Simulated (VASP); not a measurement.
Wanted: the native input for a VASP 6.6.1 run.

| Item | Value |
| --- | --- |
| Task | relaxation of cell and atoms |
| Functional | PBEsol |
| Potentials or basis | VASP PAW PBE potentials, release 64 (Mo_sv) |
| Cutoff | 600 eV |
| k mesh | 16 × 16 × 16 |
| Occupations | gaussian, width 0.1 eV |
| Spin | no spin polarisation |
| Dipole correction | no |
| Further INCAR settings | ALGO = Normal; EDIFF = 1e-06; IBRION = 2; EDIFFG = -0.01; NSW = 100; ISIF = 3 |

The structure of Mo lies in POSCAR:

```
Mo
1.0
    2.5686402870      0.0000000000      0.0000000000
    0.0000000000      2.5686402870      0.0000000000
    0.0000000000      0.0000000000      2.5686402870
Mo
1
Direct
    0.0000000000      0.0000000000      0.0000000000
```

These files were run (other wordings do the same):

INCAR

```
ALGO = Normal
EDIFF = 1E-6
EDIFFG = -0.01
ENCUT = 600
GGA = PS
IBRION = 2
ISIF = 3
ISMEAR = 0
LASPH = True
LCHARG = False
LREAL = False
LWAVE = False
NELM = 100
NSW = 100
PREC = Accurate
SIGMA = 0.1
```

KPOINTS

```
k-points
0
Gamma
  16 16 16
```

Potentials or basis: VASP PAW PBE potentials, release 64 (Mo_sv).

Run with:

```sh
$ cat potpaw_PBE.64/Mo_sv/POTCAR > POTCAR
$ mpirun -np 1 vasp_std > vasp.out
```

It gave:

```json
{
  "Relaxed volume": "17.11 Å³/atom",
  "Relaxed cell": "a = 2.577 Å, b = 2.577 Å, c = 2.577 Å, α = 90.00°, β = 90.00°, γ = 90.00°",
  "Space group after relaxing (to 0.05 Å)": "Pm-3m (No. 221)",
  "Energy gained by relaxing": "1.0 meV/atom",
  "Ionic steps": "3",
  "Pressure after relaxing": "0.0 GPa",
  "Band gap on the k mesh": "zero (band 7 reaches 12.45 eV, above the bottom of band 8 at 9.77 eV)"
}
```

Caveat: the PAW data sets were made with another functional, which shifts forces and pressure a little.

Run time: 19 s on 1 thread of Intel(R) Xeon(R) 6975P-C (Granite Rapids) (shared host), peak memory 0.17 GiB.
